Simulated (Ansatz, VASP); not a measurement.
## One calculation of WSe2, two programs

The input POSCAR:

```
WSe2
1.0
    3.2996683524      0.0000000000      0.0000000000
   -1.6498341762      2.8575966172      0.0000000000
    0.0000000000      0.0000000000     13.1485346432
W Se
2 4
Direct
    0.6666666667      0.3333333333      0.7500000000
    0.3333333333      0.6666666667      0.2500000000
    0.3333333333      0.6666666667      0.8766615398
    0.6666666667      0.3333333333      0.3766615398
    0.3333333333      0.6666666667      0.6233384602
    0.6666666667      0.3333333333      0.1233384602
```

Contents of INCAR.step1:

```
SYSTEM = WSe2
ALGO = Normal
EDIFF = 1E-4
ENCUT = 520
GGA = PE
ISMEAR = 0
LASPH = .TRUE.
LCHARG = .FALSE.
LREAL = .FALSE.
LWAVE = .TRUE.
NBANDS = 35
NELM = 100
PREC = Accurate
SIGMA = 0.01
```

The input INCAR.step2:

```
SYSTEM = WSe2
ALGO = Normal
EDIFF = 1E-6
ENCUT = 520
ISIF = 2
ISMEAR = 0
ISTART = 1
LASPH = .TRUE.
LCHARG = .TRUE.
LELF = .TRUE.
LMIXTAU = .TRUE.
LREAL = .FALSE.
LVHAR = .TRUE.
LWAVE = .FALSE.
METAGGA = R2SCAN
NBANDS = 35
NELM = 100
PREC = Accurate
SIGMA = 0.01
```

File KPOINTS:

```
k-points
0
G
  12 12 2
  0 0 0
```

Input for Ansatz:

```yaml
crystal:
  lattice:
    - [3.2996683524, 0.0, 0.0]
    - [-1.6498341762, 2.8575966172, 0.0]
    - [0.0, 0.0, 13.1485346432]
  atoms:
    - { symbol: W, position: [0.6666666667, 0.3333333333, 0.75] }
    - { symbol: W, position: [0.3333333333, 0.6666666667, 0.25] }
    - { symbol: Se, position: [0.3333333333, 0.6666666667, 0.8766615398] }
    - { symbol: Se, position: [0.6666666667, 0.3333333333, 0.3766615398] }
    - { symbol: Se, position: [0.3333333333, 0.6666666667, 0.6233384602] }
    - { symbol: Se, position: [0.6666666667, 0.3333333333, 0.1233384602] }
kpoints:
  mp_grid: { grid: [12, 12, 2] }
  band_path:
    path:
      - [0.0, 0.0, 0.0]
      - [0.5, 0.0, 0.0]
      - [0.3333333333, 0.3333333333, 0.0]
      - [0.0, 0.0, 0.5]
      - [0.5, 0.0, 0.5]
      - [0.3333333333, 0.3333333333, 0.5]
      - [0.179687, 0.179688, 0.0]
    npoints: 1
hamiltonian:
  xc: r2scan
scf:
  occupations: { method: fixed }
  n_extra_bands: 5
output:
  forces: true
  stress: true
  eigenvalues: true
```

Alike in both runs: task single point; functional r2SCAN; k mesh 12 × 12 × 2; no spin polarisation.

|  | VASP | Ansatz |
| --- | --- | --- |
| version | VASP 6.6.1 | Ansatz 0.2.0 |
| potentials or method | VASP PAW PBE potentials, release 64 (W_sv, Se) | plane waves, PAW |
| plane-wave cutoff (eV) | 520 | 500 |
| occupations | gaussian, width 0.01 eV | fixed |
| valence electrons in the cell | 52 | 92 |

```tsv
	VASP	Ansatz	Ansatz less VASP
gap on the k mesh at the Fermi level (eV)	1.16	1.16	+0.005
pressure (GPa)	1.7	1.3	-0.33
traceless stress, the component that is largest in VASP (GPa)	-0.06	-0.10	-0.039
rms of the force components (eV/Å)	0.004	0.017	+0.0137
```

VASP's potentials were made for PBE, not for r2SCAN. Atom by atom the forces differ by 0.021 eV/Å (rms over components). VASP's potentials hold 52 valence electrons a cell and Ansatz's 92, so a difference there can come from the potentials and not from the codes.

Neither program's run includes spin-orbit coupling.
